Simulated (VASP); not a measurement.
# BP (F-43m) in VASP: single point with PBE

Aim: the single point of BP with PBE.

Everything below comes from runs of VASP 6.6.1. Logs are shortened: lines on timing, memory, paths and dates and some standing lists are left out, and cuts for length are marked.

### Step 1. The cell of the first run

Symmetry: F-43m, No. 216, cubic system. Conventional cell: a = 4.548 Å, b = 4.548 Å, c = 4.548 Å, α = 90.00°, β = 90.00°, γ = 90.00°. Within 2.6 Å of B (site symmetry -43m) lie 4 P at 1.97 Å. Within 2.6 Å of P (site symmetry -43m) lie 4 B at 1.97 Å.

### Step 2. Single point, PBE

Contents of INCAR:

```
SYSTEM = BP
ALGO     = Normal         ! electronic algorithm
EDIFF    = 1E-6           ! SCF threshold, eV
ENCUT    = 500            ! plane-wave cutoff, eV
GGA      = PE             ! functional
GGA_COMPAT= .FALSE.      
ISIF     = 2              ! what is computed and relaxed
ISMEAR   = -1             ! smearing method
LASPH    = .TRUE.         ! aspherical terms in the spheres
LCHARG   = .FALSE.        ! write CHGCAR
LREAL    = Auto         
LWAVE    = .FALSE.        ! write WAVECAR
NBANDS   = 86             ! bands
NELM     = 120            ! most SCF steps
PREC     = Accurate       ! precision mode
SIGMA    = 0.01           ! smearing width, eV
```

Contents of KPOINTS:

```
k-points
0
G
  1 1 1
  0 0 0
```

Contents of POSCAR:

```
BP
1.0
   -4.5480984000      4.5480984000     -4.5480984000
    4.5480984000      4.5480984000      4.5480984000
    4.5480984000     -4.5480984000     -4.5480984000
B P
16 16
Direct
    0.0000000000      0.0000000000      0.0000000000
    0.0000000000      0.2500000000      0.7500000000
    0.0000000000      0.5000000000      0.5000000000
    0.0000000000      0.7500000000      0.2500000000
    0.2500000000      0.0000000000      0.7500000000
    0.2500000000      0.2500000000      0.5000000000
    0.2500000000      0.5000000000      0.2500000000
    0.2500000000      0.7500000000      0.0000000000
    0.5000000000      0.0000000000      0.5000000000
    0.5000000000      0.2500000000      0.2500000000
    0.5000000000      0.5000000000      0.0000000000
    0.5000000000      0.7500000000      0.7500000000
    0.7500000000      0.0000000000      0.2500000000
    0.7500000000      0.2500000000      0.0000000000
    0.7500000000      0.5000000000      0.7500000000
    0.7500000000      0.7500000000      0.5000000000
    0.0000000000      0.0000000000      0.7500000000
    0.0000000000      0.2500000000      0.5000000000
    0.0000000000      0.5000000000      0.2500000000
    0.0000000000      0.7500000000      0.0000000000
    0.2500000000      0.0000000000      0.5000000000
    0.2500000000      0.2500000000      0.2500000000
    0.2500000000      0.5000000000      0.0000000000
    0.2500000000      0.7500000000      0.7500000000
    0.5000000000      0.0000000000      0.2500000000
    0.5000000000      0.2500000000      0.0000000000
    0.5000000000      0.5000000000      0.7500000000
    0.5000000000      0.7500000000      0.5000000000
    0.7500000000      0.0000000000      0.0000000000
    0.7500000000      0.2500000000      0.7500000000
    0.7500000000      0.5000000000      0.5000000000
    0.7500000000      0.7500000000      0.2500000000
```

Potentials or basis: VASP PAW PBE potentials, release 64 (B, P).

Run with:

```bash
$ cat potpaw_PBE.64/B/POTCAR potpaw_PBE.64/P/POTCAR > POTCAR
$ mpirun -np 1 vasp_gam > vasp.out
```

OUTCAR:

```text
SYSTEM = BP
   EDIFF = 1E-6
   ENCUT = 500
   GGA = PE
   ISIF = 2
   ISMEAR = -1
   LASPH = .TRUE.
   LREAL = Auto
   NELM = 120
   PREC = Accurate

 ion  position               nearest neighbor table
   1  0.000  0.000  0.000-  17 1.97  20 1.97  22 1.97  29 1.97
   2  0.000  0.250  0.750-  17 1.97  18 1.97  23 1.97  30 1.97
   3  0.000  0.500  0.500-  18 1.97  19 1.97  24 1.97  31 1.97
   4  0.000  0.750  0.250-  19 1.97  20 1.97  21 1.97  32 1.97
   5  0.250  0.000  0.750-  17 1.97  21 1.97  24 1.97  26 1.97
   6  0.250  0.250  0.500-  18 1.97  21 1.97  22 1.97  27 1.97
[... 24 lines left out ...]
  31  0.750  0.500  0.500-   3 1.97  10 1.97  15 1.97  16 1.97
  32  0.750  0.750  0.250-   4 1.97  11 1.97  13 1.97  16 1.97

  LATTYP: Found a body centered cubic cell.
 ALAT       =     9.0961968000

  Lattice vectors:

 A1 = (  -4.5480984000,   4.5480984000,  -4.5480984000)
 A2 = (   4.5480984000,   4.5480984000,   4.5480984000)
 A3 = (   4.5480984000,  -4.5480984000,  -4.5480984000)

Analysis of symmetry for initial positions (statically):
=====================================================================
 Subroutine PRICEL returns following result:

  LATTYP: Found a face centered cubic cell.
 ALAT       =     4.5480984000

  Lattice vectors:

 A1 = (   2.2740492000,   0.0000000000,   2.2740492000)
 A2 = (   0.0000000000,  -2.2740492000,   2.2740492000)
 A3 = (   2.2740492000,  -2.2740492000,   0.0000000000)

  16 primitive cells build up your supercell.

 Routine SETGRP: Setting up the symmetry group for a
 body centered cubic supercell.

 Subroutine GETGRP returns: Found 24 space group operations
 (whereof 24 operations were pure point group operations)
 out of a pool of 48 trial point group operations.

The static configuration has the point symmetry T_d .

Analysis of symmetry for dynamics (positions and initial velocities):
=====================================================================
 Subroutine PRICEL returns following result:

  LATTYP: Found a face centered cubic cell.
 ALAT       =     4.5480984000

  Lattice vectors:

 A1 = (   2.2740492000,   0.0000000000,   2.2740492000)
 A2 = (   0.0000000000,  -2.2740492000,   2.2740492000)
 A3 = (   2.2740492000,  -2.2740492000,   0.0000000000)

  16 primitive cells build up your supercell.

 Routine SETGRP: Setting up the symmetry group for a
 body centered cubic supercell.

 Subroutine GETGRP returns: Found 24 space group operations
 (whereof 24 operations were pure point group operations)
 out of a pool of 48 trial point group operations.

The dynamic configuration has the point symmetry T_d .

 Subroutine INISYM returns: Found 24 space group operations
 (whereof 24 operations are pure point group operations),
 and found    16 'primitive' translations

----------------------------------------------------------------------------------------

                                     Primitive cell

  volume of cell :      23.5196

  direct lattice vectors                    reciprocal lattice vectors
     2.274049200  0.000000000  2.274049200     0.219872112  0.219872112  0.219872112
     0.000000000 -2.274049200  2.274049200    -0.219872112 -0.219872112  0.219872112
     2.274049200 -2.274049200  0.000000000     0.219872112 -0.219872112 -0.219872112

  length of vectors
     3.215991220  3.215991220  3.215991220     0.380829669  0.380829669  0.380829669

  position of ions in fractional coordinates (direct lattice)
     0.000000000  0.000000000  0.000000000
     0.250000000  0.250000000  0.250000000

  ion indices of the primitive-cell ions
   primitive index   ion index
                 1           1
                 2          17

----------------------------------------------------------------------------------------

 KPOINTS: k-points

Automatic generation of k-mesh.
 Grid dimensions read from file:
 generate k-points for:    1    1    1

 Generating k-lattice:

  Cartesian coordinates                     Fractional coordinates (reciprocal lattice)
     0.000000000  0.109936056 -0.109936056     1.000000000  0.000000000  0.000000000
     0.109936056  0.109936056  0.000000000     0.000000000  1.000000000  0.000000000
     0.109936056  0.000000000 -0.109936056     0.000000000  0.000000000  1.000000000

  Length of vectors
     0.155473061  0.155473061  0.155473061

  Shift w.r.t. Gamma in fractional coordinates (k-lattice)
     0.000000000  0.000000000  0.000000000

 Subroutine IBZKPT returns following result:
 ===========================================

 Found      1 irreducible k-points:

 Following reciprocal coordinates:
            Coordinates               Weight
  0.000000  0.000000  0.000000      1.000000
   k-points           NKPTS =      1   k-points in BZ     NKDIM =      1   number of bands    NBANDS=     86
   number of dos      NEDOS =    301   number of ions     NIONS =     32
   total plane-waves  NPLWV = 216000
   dimension x,y,z NGX =    60 NGY =   60 NGZ =   60
   dimension x,y,z NGXF=   120 NGYF=  120 NGZF=  120
   ions per type =              16  16
   NGX,Y,Z   is equivalent  to a cutoff of  12.66, 12.66, 12.66 a.u.
   NGXF,Y,Z  is equivalent  to a cutoff of  25.32, 25.32, 25.32 a.u.
 SYSTEM =  BP
   PREC   = accura    normal or accurate (medium, high low for compatibility)
   ISTART =      0    job   : 0-new  1-cont  2-samecut
   ICHARG =      2    charge: 1-file 2-atom 10-const
   ISPIN  =      1    spin polarized calculation?
   LNONCOLLINEAR =      F non collinear calculations
   LSORBIT =      F    spin-orbit coupling
   LASPH  =      T    aspherical Exc in radial PAW
   ENCUT  =  500.0 eV  36.75 Ry    6.06 a.u.  14.36 14.36 14.36*2*pi/ulx,y,z
   NELM   =    120;   NELMIN=  2; NELMDL= -5     # of ELM steps
   EDIFF  = 0.1E-05   stopping-criterion for ELM
   LREAL  =      T    real-space projection
   EDIFFG = 0.1E-04   stopping-criterion for IOM
   NSW    =      0    number of steps for IOM
   IBRION =     -1    ionic relax: 0-MD 1-quasi-New 2-CG
   NFREE  =      0    steps in history (QN), initial steepest desc. (CG)
   ISIF   =      2    stress and relaxation
   ISYM   =      2    0-nonsym 1-usesym 2-fastsym
   POTIM  = 0.5000    time-step for ionic-motion
   TEBEG  =    0.0;   TEEND  =   0.0 temperature during run
   PSTRESS=    0.0 pullay stress
   NELECT =     128.0000    total number of electrons
   NUPDOWN=      -1.0000    fix difference up-down
   EMIN   =  10.00;   EMAX   =-10.00  energy-range for DOS
   EFERMI =   0.00;   METHOD = LEGACY
   ISMEAR =    -1;   SIGMA  =   0.01  broadening in eV -4-tet -1-fermi 0-gaus
   EFERMI_NEDOS =   21; number of points for ismear=-14 and -15
   IALGO  =     38    algorithm
   IMIX   =      4    mixing-type and parameters
     AMIX     =   0.40;   BMIX     =  1.00
     AMIX_MAG =   1.60;   BMIX_MAG =  1.00
  volume/ion in A,a.u.               =      11.76        79.36
  Fermi-wavevector in a.u.,A,eV,Ry     =   1.142777  2.159536 17.768395  1.305940
  Thomas-Fermi vector in A             =   2.279474
   LORBIT       =      0    0 simple, 1 ext, 2 COOP (PROOUT), +10 PAW based schemes
   GGA     = PE    functional components
   LHFCALC =     F    Hartree Fock is set to
   AEXX    =    0.0000 exact exchange contribution
   IVDW    =     0    specifies the selected vdW correction
   LEPSILON=     F    determine dielectric tensor
   LRPA    =     F    only Hartree local field effects (RPA)
 non-spin polarized calculation
  energy-cutoff  :      500.00
  volume of cell :      376.31
 maximum number of plane-waves:      4799
 NGX is ok and might be reduce to    60
   NGX = 29   NGY = 29   NGZ = 29

 number of electron     128.0000012 magnetization

 Free energy of the ion-electron system (eV)
  ---------------------------------------------------
  ext. energy  EPLUGINS =         0.00000000
  ---------------------------------------------------
  free energy    TOTEN  =      -201.80985610 eV

  energy without entropy =     -201.80985610  energy(sigma->0) =     -201.80985610

 E-fermi :   7.7418     XC(G=0): -10.8501

 val. band max:        7.4244930157   @ k =   0.0000   0.0000   0.0000
 cond. band min:       8.7271172959   @ k =   0.0000   0.0000   0.0000
 fundamental gap:      1.3026242802
 Fermi energy:         7.7417642324

 k-point     1 :       0.0000    0.0000    0.0000
  band No.  band energies     occupation
      1      -8.0036      2.00000
      2      -5.1943      2.00000
      3      -5.1943      2.00000
      4      -5.1943      2.00000
      5      -5.1943      2.00000
      6      -5.1943      2.00000
[... 68 lines left out ...]
     75      11.2449      0.00000
     76      11.2449      0.00000
 [bands above 76 left out]

------------------------ aborting loop because EDIFF is reached ----------------------------------------

  FORCE on cell =-STRESS in cart. coord.  units (eV):
  Direction    XX          YY          ZZ          XY          YZ          ZX
  --------------------------------------------------------------------------------------
  -------------------------------------------------------------------------------------
  Total        4.5666919      4.5666919      4.5666919      0.0000000      0.0000000      0.0000000
  in kB       19.4429764     19.4429764     19.4429764      0.0000000      0.0000000      0.0000000
  external PRESSURE =      19.4429764 kB  Pullay stress =       0.0000000 kB

 VOLUME and BASIS-vectors are now :
 -----------------------------------------------------------------------------
  energy-cutoff  :      500.00
  volume of cell :      376.31
      direct lattice vectors                 reciprocal lattice vectors
    -4.548098400  4.548098400 -4.548098400     0.000000000  0.109936056 -0.109936056
     4.548098400  4.548098400  4.548098400     0.109936056  0.109936056  0.000000000
     4.548098400 -4.548098400 -4.548098400     0.109936056  0.000000000 -0.109936056

 POSITION                                       TOTAL-FORCE (eV/Angst)
 -----------------------------------------------------------------------------------
      0.00000      0.00000      0.00000         0.000000     -0.000000      0.000000
      4.54810     -2.27405     -2.27405        -0.000000      0.000000     -0.000000
      4.54810      0.00000      0.00000         0.000000     -0.000000      0.000000
      4.54810      2.27405      2.27405        -0.000000      0.000000     -0.000000
      2.27405     -2.27405     -4.54810         0.000000      0.000000     -0.000000
      2.27405      0.00000     -2.27405        -0.000000     -0.000000      0.000000
[... 24 lines left out ...]
      1.13702      3.41107     -3.41107         0.000000      0.000000      0.000000
      1.13702      5.68512     -1.13702         0.000000      0.000000      0.000000
 -----------------------------------------------------------------------------------
    total drift:                                0.000002      0.000002     -0.000002

  FREE ENERGIE OF THE ION-ELECTRON SYSTEM (eV)
  ---------------------------------------------------
  free  energy   TOTEN  =      -201.8098561042 eV

  energy  without entropy=     -201.8098561042  energy(sigma->0) =     -201.80985610
```

Run time: 2.4 min. Hardware: 1 thread of Intel Xeon 8259CL, shared host; peak memory 0.46 GiB.

What came out:

| Quantity | Value |
| --- | --- |
| Free energy | -201.8099 eV |
| Pressure | 1.9 GPa |
| Band gap on the k mesh | 1.30 eV |

Caveat: the k points lie up to 0.98 Å⁻¹ apart; an odd mesh through Γ misses points on the zone boundary, where band edges can lie.
